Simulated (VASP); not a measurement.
# As (Cmmm) in VASP: notebook

The runs below take As through single point, with LDA.

Program: VASP 6.6.1. These are calculated values, not measurements. Logs are shortened: lines on timing, memory, paths and dates and some standing lists are left out, and cuts for length are marked.

**1. The cell of the first run**

The structure is orthorhombic, space group Cmmm (No. 65). Conventional cell: a = 3.680 Å, b = 3.967 Å, c = 2.704 Å, α = 90.00°, β = 90.00°, γ = 90.00°. As (site symmetry mmm) has 6 As at 2.70 to 2.71 Å within 3.6 Å.

**2. Single point, LDA (strain -0.0750 x Voigt [0, 0, 0, 1, 0, 0])**

The input, INCAR:

```
ALGO     = Normal         # electronic algorithm
EDIFF    = 1E-7           # SCF threshold, eV
ENCUT    = 520            # plane-wave cutoff, eV
ISIF     = 2              # what is computed and relaxed
ISMEAR   = 0              # smearing method
LASPH    = True           # aspherical terms in the spheres
LCHARG   = True           # write CHGCAR
LELF     = True           # ELF
LREAL    = False          # projectors in reciprocal space
LVHAR    = True         
LWAVE    = False          # write WAVECAR
NBANDS   = 8              # bands
NELM     = 60             # most SCF steps
PREC     = Accurate       # precision mode
SIGMA    = 0.15           # smearing width, eV
```

The input, KPOINTS:

```
k-points
0
Gamma
  18 18 18
```

The input, POSCAR:

```
As
1.0
    2.7036817444      0.0000000000      0.0000000000
    0.0000000000      2.7036817444     -0.1013880654
    0.0000000000     -0.1013880654      2.7036817444
As
1
Direct
    0.5000000000      0.5000000000      0.5000000000
```

Potentials or basis: VASP PAW LDA potentials, release 64 (As).

Run with:

```sh
$ cat potpaw_LDA.64/As/POTCAR > POTCAR
$ mpirun -np 1 vasp_std > vasp.out
```

OUTCAR:

```text
EDIFF = 1E-7
   ENCUT = 520
   ISIF = 2
   ISMEAR = 0
   LASPH = True
   LREAL = False
   NELM = 60
   PREC = Accurate

 ion  position               nearest neighbor table
   1  0.500  0.500  0.500-

  LATTYP: Found a base centered orthorhombic cell.
 ALAT       =     3.6801990141
 B/A-ratio  =     1.0779220779
 C/A-ratio  =     0.7346563960

  Lattice vectors:

 A1 = (   0.0000000000,   2.7036817444,  -0.1013880654)
 A2 = (   0.0000000000,  -0.1013880654,   2.7036817444)
 A3 = (   2.7036817444,   0.0000000000,   0.0000000000)

Analysis of symmetry for initial positions (statically):
=====================================================================
 Subroutine PRICEL returns:
 Original cell was already a primitive cell.

 Routine SETGRP: Setting up the symmetry group for a
 base centered orthorhombic supercell.

 Subroutine GETGRP returns: Found  8 space group operations
 (whereof  8 operations were pure point group operations)
 out of a pool of  8 trial point group operations.

The static configuration has the point symmetry D_2h.

Analysis of symmetry for dynamics (positions and initial velocities):
=====================================================================
 Subroutine PRICEL returns:
 Original cell was already a primitive cell.

 Routine SETGRP: Setting up the symmetry group for a
 base centered orthorhombic supercell.

 Subroutine GETGRP returns: Found  8 space group operations
 (whereof  8 operations were pure point group operations)
 out of a pool of  8 trial point group operations.

The dynamic configuration has the point symmetry D_2h.

 Subroutine INISYM returns: Found  8 space group operations
 (whereof  8 operations are pure point group operations),
 and found     1 'primitive' translations

----------------------------------------------------------------------------------------

                                     Primitive cell

  volume of cell :      19.7358

  direct lattice vectors                    reciprocal lattice vectors
     2.703681744  0.000000000  0.000000000     0.369866018  0.000000000  0.000000000
     0.000000000  2.703681744 -0.101388065     0.000000000  0.370386874  0.013889508
     0.000000000 -0.101388065  2.703681744     0.000000000  0.013889508  0.370386874

  length of vectors
     2.703681744  2.705582103  2.705582103     0.369866018  0.370647211  0.370647211

  position of ions in fractional coordinates (direct lattice)
     0.500000000  0.500000000  0.500000000

[... 71 lines left out ...]
   LSORBIT =      F    spin-orbit coupling
   LASPH  =      T    aspherical Exc in radial PAW
   ENCUT  =  520.0 eV  38.22 Ry    6.18 a.u.   5.03  5.03  5.03*2*pi/ulx,y,z
   NELM   =     60;   NELMIN=  2; NELMDL= -5     # of ELM steps
   EDIFF  = 0.1E-06   stopping-criterion for ELM
   LREAL  =      F    real-space projection
   EDIFFG = 0.1E-05   stopping-criterion for IOM
   NSW    =      0    number of steps for IOM
   IBRION =     -1    ionic relax: 0-MD 1-quasi-New 2-CG
   NFREE  =      0    steps in history (QN), initial steepest desc. (CG)
   ISIF   =      2    stress and relaxation
   ISYM   =      2    0-nonsym 1-usesym 2-fastsym
   POTIM  = 0.5000    time-step for ionic-motion
   TEBEG  =    0.0;   TEEND  =   0.0 temperature during run
   PSTRESS=    0.0 pullay stress
   NELECT =       5.0000    total number of electrons
   NUPDOWN=      -1.0000    fix difference up-down
   EMIN   =  10.00;   EMAX   =-10.00  energy-range for DOS
   EFERMI =   0.00;   METHOD = LEGACY
   ISMEAR =     0;   SIGMA  =   0.15  broadening in eV -4-tet -1-fermi 0-gaus
   EFERMI_NEDOS =   21; number of points for ismear=-14 and -15
   IALGO  =     38    algorithm
   IMIX   =      4    mixing-type and parameters
     AMIX     =   0.40;   BMIX     =  1.00
     AMIX_MAG =   1.60;   BMIX_MAG =  1.00
  volume/ion in A,a.u.               =      19.74       133.18
  Fermi-wavevector in a.u.,A,eV,Ry     =   1.035888  1.957545 14.599934  1.073065
  Thomas-Fermi vector in A             =   2.170253
   LORBIT       =      0    0 simple, 1 ext, 2 COOP (PROOUT), +10 PAW based schemes
   GGA     = CA    functional components
   LHFCALC =     F    Hartree Fock is set to
   AEXX    =    0.0000 exact exchange contribution
   IVDW    =     0    specifies the selected vdW correction
   LEPSILON=     F    determine dielectric tensor
   LRPA    =     F    only Hartree local field effects (RPA)
 non-spin polarized calculation
 Gauss-broadening in eV      SIGMA  =   0.15
  energy-cutoff  :      520.00
  volume of cell :       19.74
 maximum number of plane-waves:       544
   NGX = 11   NGY = 11   NGZ = 11

 number of electron       5.0000001 magnetization

 Free energy of the ion-electron system (eV)
  ---------------------------------------------------
  ext. energy  EPLUGINS =         0.00000000
  ---------------------------------------------------
  free energy    TOTEN  =        -5.31008353 eV

  energy without entropy =       -5.30543193  energy(sigma->0) =       -5.30775773

 E-fermi :   5.9997     XC(G=0): -10.5993

 val. band max:        5.9883896042   @ k =   0.2222  -0.2778   0.1667
 cond. band min:       6.0058970166   @ k =   0.3333   0.3889   0.3889
 fundamental gap:      0.0175074123
 Fermi energy:         5.9997151030

 k-point     1 :       0.0000    0.0000    0.0000
  band No.  band energies     occupation
      1      -9.0345      2.00000
      2       9.8832      0.00000
      3      10.0526      0.00000
      4      10.3293      0.00000
      5      14.5423      0.00000
      6      14.6209      0.00000
      7      16.4081      0.00000
      8      29.9702      0.00000
[... 243 lines left out ...]
 k-point    24 :       0.1667    0.1111    0.0000
  band No.  band energies     occupation
      1      -8.3012      2.00000
      2       6.1848      0.08091
      3       8.2208      0.00000
      4      10.7291      0.00000
      5      15.8231      0.00000
      6      18.3374      0.00000
      7      20.1076      0.00000
      8      24.1196      0.00000

 [... further k-points ...]
[... 5 lines left out ...]
  --------------------------------------------------------------------------------------
  -------------------------------------------------------------------------------------
  Total       -0.2905272     -0.2993899     -0.2993899      0.0000000      0.2422936      0.0000000
  in kB      -23.5853250    -24.3048085    -24.3048085      0.0000000     19.6696622      0.0000000
  external PRESSURE =     -24.0649807 kB  Pullay stress =       0.0000000 kB

 VOLUME and BASIS-vectors are now :
 -----------------------------------------------------------------------------
  energy-cutoff  :      520.00
  volume of cell :       19.74
      direct lattice vectors                 reciprocal lattice vectors
     2.703681744  0.000000000  0.000000000     0.369866018  0.000000000  0.000000000
     0.000000000  2.703681744 -0.101388065     0.000000000  0.370386874  0.013889508
     0.000000000 -0.101388065  2.703681744     0.000000000  0.013889508  0.370386874

 POSITION                                       TOTAL-FORCE (eV/Angst)
 -----------------------------------------------------------------------------------
      1.35184      1.30115      1.30115         0.000000      0.000000      0.000000
 -----------------------------------------------------------------------------------
    total drift:                                0.000000      0.000000      0.000000

  FREE ENERGIE OF THE ION-ELECTRON SYSTEM (eV)
  ---------------------------------------------------
  free  energy   TOTEN  =        -5.3100835309 eV

  energy  without entropy=       -5.3054319314  energy(sigma->0) =       -5.30775773
```

OSZICAR:

```text
N       E                     dE             d eps       ncg     rms          rms(c)
DAV:   1     0.787452958824E+01    0.78745E+01   -0.20784E+03 14736   0.457E+02
DAV:   2    -0.515537433935E+01   -0.13030E+02   -0.12628E+02 19384   0.604E+01
DAV:   3    -0.531633509459E+01   -0.16096E+00   -0.16063E+00 16984   0.928E+00
DAV:   4    -0.531651777970E+01   -0.18269E-03   -0.18268E-03 22368   0.350E-01
DAV:   5    -0.531651787836E+01   -0.98657E-07   -0.98753E-07 17048   0.484E-03    0.228E+00
DAV:   6    -0.531250068811E+01    0.40172E-02   -0.40960E-04 19224   0.148E-01    0.134E+00
DAV:   7    -0.531007591612E+01    0.24248E-02   -0.10186E-03 15768   0.230E-01    0.613E-02
DAV:   8    -0.531008316192E+01   -0.72458E-05   -0.12586E-05 22104   0.261E-02    0.756E-03
DAV:   9    -0.531008350695E+01   -0.34504E-06   -0.17932E-07 17176   0.312E-03    0.120E-03
DAV:  10    -0.531008353093E+01   -0.23980E-07   -0.25303E-08 14736   0.885E-04
   1 F= -.53100835E+01 E0= -.53077577E+01  d E =-.465160E-02
```

Run time: 54 s. Hardware: 1 thread of Intel Xeon 6975P-C (Granite Rapids), shared host; peak memory 0.23 GiB.

What came out:

* Free energy: -5.3101 eV
* Pressure: -2.4 GPa

Levels at points of the mesh, in eV from the Fermi level:
```csv
k point,band 1,band 2,band 3,band 4,band 5,band 6,band 7
"(0.00, 0.00, 0.00)",-15.03,3.88,4.05,4.33,8.54,8.62,10.41
"(0.50, 0.00, 0.00)",-11.91,-6.98,6.14,6.60,11.31,14.02,14.61
"(0.00, 0.50, 0.00)",-11.89,-6.97,6.14,6.34,11.04,13.86,14.16
"(0.50, 0.50, 0.00)",-8.63,-4.29,-4.28,2.46,8.29,15.62,17.18
"(0.00, 0.50, 0.50)",-8.69,-4.81,-3.71,2.54,8.43,16.38,16.96
"(0.50, 0.50, 0.50)",-5.12,-2.36,-1.90,-1.30,5.34,6.02,6.58
```

Caveat: the cell differs from its parent crystal (strain -0.0750 x Voigt [0, 0, 0, 1, 0, 0]).

**3. Single point, LDA (strain +0.1312 x Voigt [0, 0, 0, 1, 0, 0])**

The input, INCAR:

```
  PREC = Accurate
  ENCUT = 520
  EDIFF = 1E-7
  ISMEAR = 0
  SIGMA = 0.15
  LREAL = False
  LASPH = True
  NELM = 100
  ALGO = Normal
  ISIF = 2
  LWAVE = False
  LCHARG = False
  GGA = CA
  NBANDS = 8
```

The input, KPOINTS:

```
Automatic mesh
0
Gamma
  18 18 18
```

The input, POSCAR:

```
As
1.0
    2.7036817444      0.0000000000      0.0000000000
    0.0000000000      2.7036817444      0.1773615224
    0.0000000000      0.1773615224      2.7036817444
As
1
Direct
    0.5000000000      0.5000000000      0.5000000000
```

Potentials or basis: VASP PAW LDA potentials, release 64 (As).

Run with:

```sh
$ cat potpaw_LDA.64/As/POTCAR > POTCAR
$ mpirun -np 1 vasp_std > vasp.out
```

Wall time 57 s (1 thread of Intel Xeon 6975P-C (Granite Rapids), shared host); peak memory 0.24 GiB.

Results (log left out):

```yaml
Free_energy: -5.2911 eV
Pressure: -2.3 GPa
```

Stress tensor (GPa, compression positive):
```
-2.72  0.00  0.00
 0.00 -2.09 -3.75
 0.00 -3.75 -2.09
```

Levels at points of the mesh, in eV from the Fermi level:
```tsv
k point	band 1	band 2	band 3	band 4	band 5	band 6
(0.00, 0.00, 0.00)	-15.02	3.85	4.07	4.61	8.57	8.81
(0.50, 0.00, 0.00)	-11.90	-6.97	6.09	6.88	11.50	14.13
(0.00, 0.50, 0.00)	-11.83	-6.94	5.82	6.38	10.69	13.51
(0.50, 0.50, 0.00)	-8.57	-4.27	-4.24	2.49	8.00	14.84
(0.00, 0.50, 0.50)	-8.77	-5.14	-3.21	2.75	8.39	16.26
(0.50, 0.50, 0.50)	-5.21	-2.67	-1.95	-0.81	4.96	6.23
```

Caveat: the cell differs from its parent crystal (strain +0.1312 x Voigt [0, 0, 0, 1, 0, 0]).

**4. Single point, LDA (strain +0.0937 x Voigt [0, 0, 0, 1, 0, 0])**

The input, INCAR:

```
  PREC = Accurate
  ENCUT = 520
  EDIFF = 1E-6
  ISMEAR = 0
  SIGMA = 0.15
  LREAL = False
  LASPH = True
  NELM = 80
  ALGO = Normal
  ISIF = 2
  LWAVE = False
  LCHARG = True
  LELF = True
  LVHAR = True
  NBANDS = 8
```

The input, KPOINTS:

```
regular mesh
0
Gamma
  18 18 18
```

The input, POSCAR:

```
As
1.0
    2.7036817444      0.0000000000      0.0000000000
    0.0000000000      2.7036817444      0.1266674897
    0.0000000000      0.1266674897      2.7036817444
As
1
Direct
    0.5000000000      0.5000000000      0.5000000000
```

Potentials or basis: VASP PAW LDA potentials, release 64 (As).

Run with:

```sh
$ cat potpaw_LDA.64/As/POTCAR > POTCAR
$ mpirun -np 1 vasp_std > vasp.out
```

OUTCAR:

```text
PREC = Accurate
   ENCUT = 520
   EDIFF = 1E-6
   ISMEAR = 0
   LREAL = False
   LASPH = True
   NELM = 80
   ISIF = 2

 ion  position               nearest neighbor table
   1  0.500  0.500  0.500-

  LATTYP: Found a base centered orthorhombic cell.
 ALAT       =     3.6444485094
 B/A-ratio  =     1.0983056182
 C/A-ratio  =     0.7418630658

  Lattice vectors:

 A1 = (   0.0000000000,  -0.1266674897,  -2.7036817444)
 A2 = (   0.0000000000,   2.7036817444,   0.1266674897)
 A3 = (   2.7036817444,   0.0000000000,   0.0000000000)
[... 443 lines left out ...]

 [... further k-points ...]

------------------------ aborting loop because EDIFF is reached ----------------------------------------

  FORCE on cell =-STRESS in cart. coord.  units (eV):
  Direction    XX          YY          ZZ          XY          YZ          ZX
  --------------------------------------------------------------------------------------
  -------------------------------------------------------------------------------------
  Total       -0.2946476     -0.2924947     -0.2924947      0.0000000     -0.3135177      0.0000000
  in kB      -23.9387267    -23.7638178    -23.7638178      0.0000000    -25.4718337      0.0000000
  external PRESSURE =     -23.8221208 kB  Pullay stress =       0.0000000 kB

 VOLUME and BASIS-vectors are now :
 -----------------------------------------------------------------------------
  energy-cutoff  :      520.00
  volume of cell :       19.72
      direct lattice vectors                 reciprocal lattice vectors
     2.703681744  0.000000000  0.000000000     0.369866018  0.000000000  0.000000000
     0.000000000  2.703681744  0.126667490     0.000000000  0.370679631 -0.017366341
     0.000000000  0.126667490  2.703681744     0.000000000 -0.017366341  0.370679631

 POSITION                                       TOTAL-FORCE (eV/Angst)
 -----------------------------------------------------------------------------------
      1.35184      1.41517      1.41517         0.000000     -0.000000     -0.000000
 -----------------------------------------------------------------------------------
    total drift:                                0.000000      0.000000      0.000000

  FREE ENERGIE OF THE ION-ELECTRON SYSTEM (eV)
  ---------------------------------------------------
  free  energy   TOTEN  =        -5.3051227975 eV

  energy  without entropy=       -5.3006926365  energy(sigma->0) =       -5.30290772
```

Run time: 50 s. Hardware: 1 thread of Intel Xeon 6975P-C (Granite Rapids), shared host; peak memory 0.23 GiB.

Results:

```yaml
Free_energy: -5.3051 eV
Pressure: -2.4 GPa
```

Caveat: the cell differs from its parent crystal (strain +0.0937 x Voigt [0, 0, 0, 1, 0, 0]).

**5. Single point, LDA (strain +0.0562 x Voigt [0, 0, 0, 1, 0, 0])**

The input, INCAR:

```
SYSTEM = As
PREC = Accurate
ENCUT = 520
EDIFF = 1E-6
ISMEAR = 0
SIGMA = 0.15
LREAL = .False.
LASPH = .True.
NELM = 60
ALGO = Normal
ISIF = 2
LWAVE = .False.
LCHARG = .False.
GGA = CA
NBANDS = 8
```

The input, KPOINTS:

```
Automatic mesh
0
Gamma
  18 18 18
  0 0 0
```

The input, POSCAR:

```
As
1.0
    2.7036817444      0.0000000000      0.0000000000
    0.0000000000      2.7036817444      0.0759734570
    0.0000000000      0.0759734570      2.7036817444
As
1
Direct
    0.5000000000      0.5000000000      0.5000000000
```

Run with:

```sh
$ cat potpaw_LDA.64/As/POTCAR > POTCAR
$ mpirun -np 1 vasp_std > vasp.out
```

It took 48 s on 1 thread of Intel Xeon 6975P-C (Granite Rapids), shared host; peak memory 0.23 GiB.

The run converged. Its results:

* Free energy: -5.3138 eV
* Pressure: -2.4 GPa

Stress tensor (GPa, compression positive):
```
-2.45  0.00  0.00
 0.00 -2.43 -1.45
 0.00 -1.45 -2.43
```

Levels at points of the mesh, in eV from the Fermi level:
```tsv
k point	band 1	band 2	band 3	band 4	band 5	band 6	band 7
(0.00, 0.00, 0.00)	-15.03	3.92	4.05	4.25	8.54	8.58	10.39
(0.50, 0.00, 0.00)	-11.91	-6.98	6.18	6.52	11.27	14.00	14.63
(0.00, 0.50, 0.00)	-11.89	-6.97	6.22	6.33	11.12	14.03	14.08
(0.50, 0.50, 0.00)	-8.64	-4.29	-4.29	2.45	8.36	15.89	17.29
(0.00, 0.50, 0.50)	-8.68	-4.69	-3.87	2.50	8.44	16.41	17.07
(0.50, 0.50, 0.50)	-5.10	-2.24	-1.88	-1.45	5.48	5.98	6.41
```

Caveat: the cell differs from its parent crystal (strain +0.0562 x Voigt [0, 0, 0, 1, 0, 0]).

**6. Summary**

| cell | gap on the mesh (eV) | pressure (GPa) |
| --- | --- | --- |
| a = 2.704, b = 2.706, c = 2.706 Å, angles 94.3, 90.0, 90.0°, 1 atom | none | -2.4 |
| a = 2.704, b = 2.709, c = 2.709 Å, angles 82.5, 90.0, 90.0°, 1 atom | none | -2.3 |
| a = 2.704, b = 2.707, c = 2.707 Å, angles 84.6, 90.0, 90.0°, 1 atom | none | -2.4 |
| a = 2.704, b = 2.705, c = 2.705 Å, angles 86.8, 90.0, 90.0°, 1 atom | none | -2.4 |

Alike in all rows: task single point; level LDA; potentials or basis VASP PAW LDA potentials, release 64 (As); no spin polarisation; k mesh 18 × 18 × 18; cutoff (eV) 520; smearing gaussian 0.15 eV.

Absolute energies hang on the potentials; compare differences alone.
